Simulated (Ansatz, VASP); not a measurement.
One calculation of ScAlC4N4, two programs

```
Sc Al C N
1.0
     4.35825   -5.37015    0.32334
     4.35825    5.37015    0.32334
    -0.61287    0.00000    3.41077
Sc Al C N
1 1 4 4
Direct
  0.50000 0.50000 0.00000
  0.00000 0.00000 0.00000
  0.18650 0.81350 0.00000
  0.81350 0.18650 0.00000
  0.78695 0.78695 0.72411
  0.21305 0.21305 0.27589
  0.29551 0.70449 0.00000
  0.70449 0.29551 0.00000
  0.66809 0.66809 0.51968
  0.33191 0.33191 0.48032
```

Alike in both runs: functional PBE; k mesh 4 × 4 × 4; occupations gaussian, width 0.1 eV; no spin polarisation.

Ansatz relaxed the structure, and its values are those at the end. VASP's run is a single point on that final structure, the one shown.

```csv
,VASP,Ansatz
version,VASP 6.6.1,Ansatz 0.2.0
potentials or method,"VASP PAW PBE potentials, release 64 (Sc_sv, Al, C_h, N_h), cutoff 910 eV","scalar-relativistic, plane waves, PAW"
valence electrons in the cell,50,50
```

|  | VASP | Ansatz | Ansatz less VASP |
| --- | --- | --- | --- |
| gap on the k mesh at the Fermi level (eV) | none | none | - |
| rms of the force components (eV/Å) | 0.017 | 0.004 | -0.0130 |

A gap of «none» marks a metal or a gap that the smearing closes.

The k mesh is coarse, so the values compare programs but aren't converged. Noted on VASP's run: the cutoff is short for stress, so the pressure is rough.
